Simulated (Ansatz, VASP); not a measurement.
**Two plane-wave programs on N**

POSCAR

```
N
1.0
    3.5792591437      0.0000000000      0.0000000000
   -1.7896295718      3.0997293451      0.0000000000
    0.0000000000      0.0000000000      7.6409876717
N
4
Direct
    0.3333333333      0.6666666667      0.3215760822
    0.3333333333      0.6666666667      0.1784239178
    0.6666666667      0.3333333333      0.8215760822
    0.6666666667      0.3333333333      0.6784239178
```

The input INCAR.step1:

```
  ALGO = Normal
  EDIFF = 1E-5
  ENCUT = 520
  GGA = PE
  ISIF = 2
  ISMEAR = 0
  LASPH = True
  LCHARG = False
  LREAL = False
  LWAVE = True
  NBANDS = 18
  NELM = 100
  PREC = Accurate
  SIGMA = 0.01
```

INCAR.step2

```
  ALGO = Normal
  EDIFF = 1E-6
  ENCUT = 520
  GGA = PE
  HFSCREEN = 0.2079
  ISIF = 2
  ISMEAR = 0
  ISTART = 1
  LASPH = True
  LCHARG = False
  LHFCALC = True
  LREAL = False
  LWAVE = False
  NBANDS = 18
  NELM = 100
  PREC = Accurate
  PRECFOCK = Normal
  SIGMA = 0.01
```

The input KPOINTS:

```
k-points
0
Gamma
  6 6 2
```

Input for Ansatz:

```yaml
crystal:
  lattice:
    - [3.5792591437, 0.0, 0.0]
    - [-1.7896295718, 3.0997293451, 0.0]
    - [0.0, 0.0, 7.6409876717]
  atoms:
    - { symbol: "N", position: [0.3333333333, 0.6666666667, 0.3215760822] }
    - { symbol: "N", position: [0.3333333333, 0.6666666667, 0.1784239178] }
    - { symbol: "N", position: [0.6666666667, 0.3333333333, 0.8215760822] }
    - { symbol: "N", position: [0.6666666667, 0.3333333333, 0.6784239178] }
kpoints:
  mp_grid: { grid: [6, 6, 2] }
  band_path:
    path:
      - [0.0, 0.0, 0.0]
      - [0.5, 0.0, 0.0]
      - [0.3333333333, 0.3333333333, 0.0]
      - [0.0, 0.0, 0.5]
      - [0.5, 0.0, 0.5]
      - [0.3333333333, 0.3333333333, 0.5]
      - [0.15625, 0.15625, 0.0]
      - [0.0, 0.5, 0.0]
    npoints: 1
hamiltonian:
  xc: hse06
scf:
  occupations: { method: fixed }
  n_extra_bands: 5
output:
  forces: true
  stress: true
  eigenvalues: true
```

Alike in both runs: task single point; functional HSE06; k mesh 6 × 6 × 2; no spin polarisation.

```csv
,VASP,Ansatz
version,VASP 6.6.1,Ansatz 0.2.0
potentials or method,"VASP PAW PBE potentials, release 64 (N)","plane waves, PAW"
plane-wave cutoff (eV),520,420
occupations,"gaussian, width 0.01 eV",fixed
valence electrons in the cell,20,20
```

|  | VASP | Ansatz | Ansatz less VASP |
| --- | --- | --- | --- |
| gap on the k mesh at the Fermi level (eV) | 9.31 | 9.37 | +0.067 |
| pressure (GPa) | 2.5 | -0.3 | -2.86 |
| traceless stress, the component that is largest in VASP (GPa) | 3.83 | -2.41 | -6.246 |
| rms of the force components (eV/Å) | 0.865 | 0.465 | -0.4007 |

Atom by atom the forces differ by 1.330 eV/Å (rms over components). Ansatz's warnings: stress exchange threshold loose, stress scf threshold loose.

Noted on VASP's run: the standard files for N, O and F lose accuracy on very short bonds.
